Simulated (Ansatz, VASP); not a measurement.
# Two plane-wave programs on SiP5

```
Si P
1.0
     3.90404    2.25400    2.30632
    -3.90404    2.25400    2.30632
     0.00000   -4.50799    2.30632
Si P
1 5
Direct
  0.50000 0.50000 0.50000
  0.00000 0.00000 0.50000
  0.50000 0.00000 0.00000
  0.00000 0.50000 0.00000
  0.17525 0.17525 0.17525
  0.82475 0.82475 0.82475
```

Alike in both runs: functional PBE; k mesh 3 × 3 × 3; occupations gaussian, width 0.2 eV; no spin polarisation.

Ansatz relaxed the structure, and its values are those at the end. VASP's run is a single point on that final structure, the one shown.

```csv
,VASP,Ansatz
version,VASP 6.6.1,Ansatz 0.2.0
potentials or method,"VASP PAW PBE potentials, release 64 (Si, P), cutoff 500 eV","scalar-relativistic, plane waves, PAW"
valence electrons in the cell,29,29
```

VASP gave:

| Property | Result |
| --- | --- |
| gap on the k mesh at the Fermi level (eV) | none |
| pressure (GPa) | 0.1 |
| rms of the force components (eV/Å) | 0.013 |

Question: Estimate Ansatz's values.

Answer: gap on the k mesh at the Fermi level (eV): none; pressure (GPa): 0.2; rms of the force components (eV/Å): 0.013.

A gap of «none» marks a metal or a gap that the smearing closes. With one functional, cell and mesh, what is left measures potentials, basis and numerics.

The k mesh is coarse, so the values compare programs but aren't converged.
